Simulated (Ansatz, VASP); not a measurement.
# One calculation of BaTiO3, two programs

File INCAR:

```
SYSTEM = BaTiO3
PREC = Accurate
ENCUT = 520
EDIFF = 1E-8
ISMEAR = -1
SIGMA = 0.05
LREAL = .FALSE.
LASPH = .TRUE.
NELM = 100
ALGO = Normal
ISIF = 2
LWAVE = .FALSE.
LCHARG = .FALSE.
GGA = PE
LEFG = .TRUE.
NBANDS = 28
```

File KPOINTS:

```
regular mesh
0
G
  8 8 8
  0 0 0
```

Contents of POSCAR:

```
BaTiO3
1.0
    3.9027690157      0.0000000000      0.0000000000
    0.0000000000      2.7791347697      2.7877061482
    0.0000000000     -2.7791347697      2.7877061482
Ba Ti O
1 1 3
Direct
    0.0000000000      0.0000000000      0.0000000000
    0.5000000000      0.5079000000      0.5079000000
    0.0000000000      0.4921000000      0.4921000000
    0.5000000000      0.5025100000      0.9937100000
    0.5000000000      0.9937100000      0.5025100000
```

Input for Ansatz:

```yaml
crystal:
  lattice:
    - [3.9027690157, 0.0, 0.0]
    - [0.0, 2.7791347697, 2.7877061482]
    - [0.0, -2.7791347697, 2.7877061482]
  atoms:
    - { symbol: Ba, position: [0.0, 0.0, 0.0] }
    - { symbol: Ti, position: [0.5, 0.5079, 0.5079] }
    - { symbol: O, position: [0.0, 0.4921, 0.4921] }
    - { symbol: O, position: [0.5, 0.50251, 0.99371] }
    - { symbol: O, position: [0.5, 0.99371, 0.50251] }
kpoints:
  mp_grid: { grid: [8, 8, 8] }
scf:
  occupations: { method: fermi_dirac, width: 0.05 }
hamiltonian:
  xc: pbe
  pseudopotentials: { kind: all_electron, datasets: crystal }
output:
  forces: true
  stress: true
  eigenvalues: true
  efg: { contact_densities: true }
```

Change from the starting cell: volume scaled by 0.94, crystal datasets.

Alike in both runs: task electric field gradients; functional PBE; k mesh 8 × 8 × 8; occupations fermi-dirac, width 0.05 eV; no spin polarisation.

|  | VASP | Ansatz |
| --- | --- | --- |
| version | VASP 6.6.1 | Ansatz 0.2.0 |
| potentials or method | VASP PAW PBE potentials, release 64 (Ba_sv, Ti_sv, O), cutoff 520 eV | all-electron PAW with datasets made for the crystal, scalar-relativistic |

|  | VASP | Ansatz | Ansatz less VASP |
| --- | --- | --- | --- |
| gap on the k mesh at the Fermi level (eV) | 1.91 | 1.98 | +0.067 |
| pressure (GPa) | 16.3 | 14.0 | -2.23 |
| traceless stress, the component that is largest in VASP (GPa) | 0.92 | 0.90 | -0.022 |
| rms of the force components (eV/Å) | 0.072 | 0.066 | -0.0058 |
| size of Vzz on the site where it differs most (V/Å²) | 6.5 | 6.7 | +0.22 |

Atom by atom the forces differ by 0.011 eV/Å (rms over components). Ansatz ran all-electron here, and VASP with PAW potentials. Ansatz's warnings: printed levels off.

Neither program's run includes spin-orbit coupling.
